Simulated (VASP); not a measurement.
# KMgF3: single point with PBEsol

KMgF3:

```
K Mg F
1.0
     4.33007    0.00000    0.00000
     0.00000    4.33007    0.00000
     0.00000    0.00000    3.37745
K Mg F
1 1 3
Direct
  0.50000 0.50000 0.50000
  0.00000 0.00000 0.00000
  0.50000 0.00000 0.00000
  0.00000 0.50000 0.00000
  0.00000 0.00000 0.50000
```

This cell differs from its parent crystal: ratio of the length along z to the lengths across it x 0.78, volume and fractional coordinates fixed.

- Program: VASP 6.6.1
- Task: single point
- Functional: PBEsol
- Potentials or basis: VASP PAW PBE potentials, release 64 (K_sv, Mg, F)
- Cutoff: 520 eV
- k mesh: 6 × 6 × 6
- Occupations: gaussian, width 0.05 eV
- Spin: no spin polarisation
- Dipole correction: no
- Further INCAR settings: ALGO = Normal; EDIFF = 1e-07; NBANDS = 24

The pressure is 8.6 GPa. The band gap on the k mesh is 7.01 eV (least direct gap 7.06 eV).

Stress tensor (GPa, compression positive):
```
-5.48  0.00  0.00
 0.00 -5.48  0.00
 0.00  0.00 36.66
```

Levels at points of the mesh, in eV from the valence-band top:
| k point | band 13 | band 14 | band 15 | band 16 | band 17 | band 18 | band 19 | band 20 |
| --- | --- | --- | --- | --- | --- | --- | --- | --- |
| (0.00, 0.00, 0.00) | -0.18 | -0.18 | -0.08 | -0.04 | 7.01 | 9.52 | 10.62 | 10.93 |
| (0.50, 0.00, 0.00) | -0.49 | -0.42 | -0.20 | -0.17 | 9.47 | 9.92 | 10.55 | 11.71 |
| (0.50, 0.50, 0.00) | -0.76 | -0.32 | -0.32 | -0.12 | 10.48 | 10.53 | 11.77 | 11.77 |
| (0.00, 0.00, 0.50) | -1.09 | -0.78 | -0.42 | -0.42 | 10.56 | 10.82 | 12.30 | 12.30 |
| (0.50, 0.00, 0.50) | -0.84 | -0.59 | -0.48 | -0.13 | 10.47 | 12.14 | 12.22 | 12.24 |
| (0.50, 0.50, 0.50) | -0.70 | -0.02 | 0.00 | 0.00 | 9.99 | 9.99 | 10.37 | 12.63 |

It took 91 s on 1 thread of Intel Xeon 8259CL, with other jobs on the host, peak memory 0.21 GiB.

Caveat: the stress differs along the axes, from -5 to 37 GPa; the PAW data sets were made with another functional, which shifts forces and pressure a little. A k mesh can miss the band edges.
